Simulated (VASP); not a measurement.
Crystal: KBrF3.

```
K Br F
1.0
     3.05496    1.76378    2.76572
    -3.05496    1.76378    2.76572
     0.00000   -3.52757    2.76572
K Br F
1 1 3
Cartesian
  0.0000 0.0000 0.0000
  0.0000 0.0000 4.0075
  1.3075 -0.7549 3.3299
  0.0000 1.5098 3.3299
  -1.3075 -0.7549 3.3299
```

```yaml
Program: VASP 6.6.1
Task: relaxation of cell and atoms
Functional: r2SCAN
Potentials_or_basis: VASP PAW PBE potentials, release 64 (K_sv, Br, F)
Cutoff: 660 eV
k_mesh: 6 × 6 × 6
Occupations: fermi-dirac, width 0.1 eV
Spin: no spin polarisation
```

At the start: pressure 37.9 GPa; volume 17.88 Å³/atom.

Problem. Where does the relaxation end?

Solution. Over 39 steps the energy falls by 1672.8 meV/atom and the volume is 18.22 Å³/atom (+1.9 %); space group R3m (No. 160, to 0.1 Å) before and after.

Step by step:
```
step  energy change (eV)  largest force (eV/Å)  pressure (GPa)  volume (Å³)
   1              0.0000               16.0350           37.91        89.41
   2             -6.0162                1.2151           -4.03       155.10
   3             -6.3195                0.7616           -4.85       148.96
   4             -6.5440                0.4373           -5.47       144.00
   5             -7.7083                0.9648           -5.95       114.69
   6             -7.2598                3.7737            1.72       101.57
   7             -7.7498                1.2020           -5.38       112.41
   8             -7.7564                1.5470           -4.51       110.02
   9             -7.7584                1.4623           -4.72       110.55
  10             -8.1071                1.2440           -3.39       102.22
  11             -8.3108                0.1619            1.91        91.92
  12             -8.3045                0.5199           -0.39        93.96
  13             -8.3103                0.3852            0.12        93.00
  14             -8.3114                0.3081            0.43        92.49
  15             -8.3172                0.0666            0.07        93.10
  16             -8.3176                0.0840           -0.03        93.30
  17             -8.3198                0.0660           -0.10        93.39
  18             -8.3244                0.0152           -0.31        93.64
  19             -8.3262                0.0764           -0.73        94.12
  20             -8.3266                0.0469           -0.59        93.96
  21             -8.3285                0.0538           -0.43        93.60
  22             -8.3317                0.0744            0.06        92.51
  23             -8.3319                0.0821            0.26        92.09
  24             -8.3342                0.0812            0.24        92.01
  25             -8.3405                0.0803            0.19        91.72
  26             -8.3495                0.1287            0.08        90.99
  27             -8.3272                0.2620           -0.10        89.02
  28             -8.3503                0.1531            0.05        90.78
  29             -8.3531                0.1373           -0.14        90.87
  30             -8.3532                0.0865           -0.11        90.86
  31             -8.3558                0.0766            0.04        90.51
  32             -8.3563                0.0763            0.14        90.28
  33             -8.3577                0.0731           -0.10        90.74
  34             -8.3580                0.0706           -0.27        91.06
  35             -8.3587                0.0676           -0.25        91.06
  36             -8.3606                0.0566           -0.20        91.07
  37             -8.3632                0.0360           -0.09        91.10
  38             -8.3616                0.0664            0.20        91.14
  39             -8.3639                0.0272           -0.02        91.11
```

Final structure:
```yaml
crystal:
  lattice:
    - [2.95781, 1.70769, 3.00638]
    - [-2.95781, 1.70769, 3.00638]
    - [0.00000, -3.41539, 3.00638]
  atoms:
    - { symbol: K, position: [0.97815, 0.97815, 0.97815] }
    - { symbol: Br, position: [0.54962, 0.54962, 0.54962] }
    - { symbol: F, position: [0.55628, 0.04666, 0.55628] }
    - { symbol: F, position: [0.55628, 0.55628, 0.04666] }
    - { symbol: F, position: [0.04666, 0.55628, 0.55628] }
```

Caveat: the PAW data sets were made with another functional, which shifts forces and pressure a little; an odd number of electrons without spin polarisation forces a metal; a magnetic or distorted state may lie lower.
